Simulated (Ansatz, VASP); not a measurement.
# Two plane-wave programs on CoSi

INCAR

```
SYSTEM = CoSi
PREC = Accurate
ENCUT = 600
EDIFF = 1E-7
ISMEAR = 0
SIGMA = 0.1
LREAL = .FALSE.
LASPH = .TRUE.
NELM = 80
ALGO = Normal
ISIF = 3
LWAVE = .FALSE.
LCHARG = .FALSE.
GGA = PE
IBRION = 2
NSW = 80
EDIFFG = -0.001
```

Contents of KPOINTS:

```
Automatic mesh
0
G
  8 8 8
  0 0 0
```

POSCAR

```
CoSi
1.0
    4.4307234415      0.0000000000      0.0000000000
    0.0000000000      4.4307234415      0.0000000000
    0.0000000000      0.0000000000      4.4307234415
Co Si
4 4
Direct
    0.1447094016      0.1447094016      0.1447094016
    0.6447094016      0.3552905984      0.8552905984
    0.8552905984      0.6447094016      0.3552905984
    0.3552905984      0.8552905984      0.6447094016
    0.8431281249      0.8431281249      0.8431281249
    0.3431281249      0.6568718751      0.1568718751
    0.1568718751      0.3431281249      0.6568718751
    0.6568718751      0.1568718751      0.3431281249
```

Input for Ansatz:

```yaml
crystal:
  lattice:
    - [4.4307234415, 0.0, 0.0]
    - [0.0, 4.4307234415, 0.0]
    - [0.0, 0.0, 4.4307234415]
  atoms:
    - { symbol: Co, position: [0.1447094016, 0.1447094016, 0.1447094016] }
    - { symbol: Co, position: [0.6447094016, 0.3552905984, 0.8552905984] }
    - { symbol: Co, position: [0.8552905984, 0.6447094016, 0.3552905984] }
    - { symbol: Co, position: [0.3552905984, 0.8552905984, 0.6447094016] }
    - { symbol: Si, position: [0.8431281249, 0.8431281249, 0.8431281249] }
    - { symbol: Si, position: [0.3431281249, 0.6568718751, 0.1568718751] }
    - { symbol: Si, position: [0.1568718751, 0.3431281249, 0.6568718751] }
    - { symbol: Si, position: [0.6568718751, 0.1568718751, 0.3431281249] }
basis:
  ecutwfc: 420
kpoints:
  mp_grid: { grid: [8, 8, 8] }
hamiltonian:
  xc: pbe
scf:
  occupations: { method: gaussian, width: 0.1 }
output:
  forces: true
  stress: true
  eigenvalues: true
relax:
  adjacent_minimum: "off"
  f_tol: 0.001
  max_steps: 60
  cell: { stress_tol: 0.01 }
```

Alike in both runs: task relaxation of cell and atoms; functional PBE; k mesh 8 × 8 × 8; occupations gaussian, width 0.1 eV; no spin polarisation.

```csv
,VASP,Ansatz
version,VASP 6.6.1,Ansatz 0.2.0
potentials or method,"VASP PAW PBE potentials, release 64 (Co, Si), cutoff 600 eV","scalar-relativistic, plane waves, PAW"
valence electrons in the cell,52,84
```

```tsv
	VASP	Ansatz	Ansatz less VASP
gap on the k mesh at the Fermi level, each at its own relaxed structure (eV)	none	none	-
relaxed volume (Å³/atom)	10.86	10.87	+0.007
relaxed length of the cell vector where the two differ most in proportion (Å)	4.430	4.431	+0.0010
```

A gap of «none» marks a metal or a gap that the smearing closes. VASP's potentials hold 52 valence electrons a cell and Ansatz's 84, so a difference there can come from the potentials and not from the codes.
